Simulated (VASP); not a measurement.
## ZrNb2N4: single point with PBE

ZrNb2N4:

```
CELL_PARAMETERS angstrom
3.08477 -4.28941 0.00000
3.08477 4.28941 0.00000
0.00000 0.00000 3.19097
ATOMIC_POSITIONS crystal
Zr 0.00000 0.00000 0.00000
Nb 0.50000 0.00000 0.50000
Nb 0.00000 0.50000 0.50000
N 0.23876 0.23876 0.50000
N 0.76124 0.76124 0.50000
N 0.74508 0.25492 0.00000
N 0.25492 0.74508 0.00000
```

The cell was built from a structure type or drawn by symmetry, and may not be a known phase.

```json
{"Program": "VASP 6.6.1", "Task": "single point", "Functional": "PBE", "Potentials or basis": "VASP PAW PBE potentials, release 64 (Zr_sv, Nb_sv, N)", "Cutoff": "600 eV", "k mesh": "4 × 4 × 6", "Occupations": "gaussian, width 0.1 eV", "Spin": "no spin polarisation", "Dipole correction": "no", "Further INCAR settings": "ALGO = Normal; EDIFF = 1e-06; NBANDS = 38"}
```

```
Pressure               : -0.3 GPa
Largest force          : 0.048 eV/Å
Band gap on the k mesh : zero (bands 29 and 30 overlap by 2.86 eV)
```

Forces on the atoms (eV/Å):
```
Zr   0.000  0.000  0.000
Nb   0.000  0.000  0.000
Nb   0.000  0.000  0.000
N    0.020  0.000  0.000
N   -0.020  0.000  0.000
N    0.000 -0.048  0.000
N    0.000  0.048  0.000
```

Stress tensor (GPa, compression positive):
```
 1.56  0.00  0.00
 0.00 -1.11  0.00
 0.00  0.00 -1.41
```

Levels at points of the mesh, in eV from the Fermi level:
```csv
k point,band 26,band 27,band 28,band 29,band 30,band 31,band 32,band 33
"(0.00, 0.00, 0.00)",-2.55,-1.44,-1.17,-1.02,-0.30,0.31,1.00,1.78
"(0.50, 0.00, 0.00)",-3.90,-1.92,-1.21,-0.57,-0.46,0.73,1.37,1.63
"(0.50, 0.50, 0.00)",-3.08,-2.49,-2.30,-2.28,0.61,1.16,1.68,1.97
"(0.00, 0.00, 0.50)",-3.35,-2.85,-2.30,0.99,1.37,1.56,1.72,1.94
"(0.50, 0.00, 0.50)",-3.77,-2.60,-1.49,0.19,0.31,1.03,1.15,2.10
"(0.50, 0.50, 0.50)",-2.17,-2.07,-2.01,-1.94,-1.87,1.56,2.26,2.88
```

Wall time 3 min on 1 thread of Intel(R) Xeon(R) Platinum 8375C CPU @ 2.90GHz (Ice Lake), with other jobs on the host, peak memory 0.27 GiB.
